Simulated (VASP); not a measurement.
Here is a VASP 6.6.1 calculation.

Contents of INCAR:

```
  PREC = Accurate
  ENCUT = 500
  EDIFF = 1E-7
  ISMEAR = 0
  SIGMA = 0.1
  LREAL = False
  LASPH = True
  NELM = 200
  ALGO = Normal
  ISIF = 3
  LWAVE = False
  LCHARG = False
  GGA = PE
  IBRION = 2
  NSW = 100
  EDIFFG = -0.01
  GGA_COMPAT = False
  NELMIN = 4
  LMAXMIX = 6
```

KPOINTS

```
regular mesh
0
Gamma
  6 6 6
```

The input POSCAR:

```
Tb3YPb
1.0
    5.3173685726      0.0000000000      0.0000000000
   -2.6586842863      4.6049762651      0.0000000000
    0.0000000000      0.0000000000      6.6435734063
Tb Y Pb
3 1 1
Direct
    0.0000000000      0.0000000000      0.9227208765
    0.3333333333      0.6666666667      0.3791026197
    0.6666666667      0.3333333333      0.6514199651
    0.3333333333      0.6666666667      0.8950378279
    0.6666666667      0.3333333333      0.1517187107
```

Potentials or basis: VASP PAW PBE potentials, release 64 (Tb_3, Y_sv, Pb_d), 4f in core.

Command:

```bash
$ cat potpaw_PBE.64/Tb_3/POTCAR potpaw_PBE.64/Y_sv/POTCAR potpaw_PBE.64/Pb_d/POTCAR > POTCAR
$ mpirun -np 1 vasp_std > vasp.out
```

(1) Estimate the space group after relaxing (to 0.1 Å).

(2) Predict the relaxed cell.

(3) Estimate the relaxed volume.

(4) Estimate the band gap on the k mesh.

Answers

(1) P3m1 (No. 156).

(2) a = 5.361 Å, b = 5.361 Å, c = 6.571 Å, α = 90.00°, β = 90.00°, γ = 120.00°.

(3) 32.71 Å³/atom.

(4) zero (bands 26 and 27 overlap by 0.69 eV).

Caveat: spin-orbit coupling is left out, which moves the levels of the heavy elements; the 4f electrons are frozen in the core, so they carry no moment and show no levels.
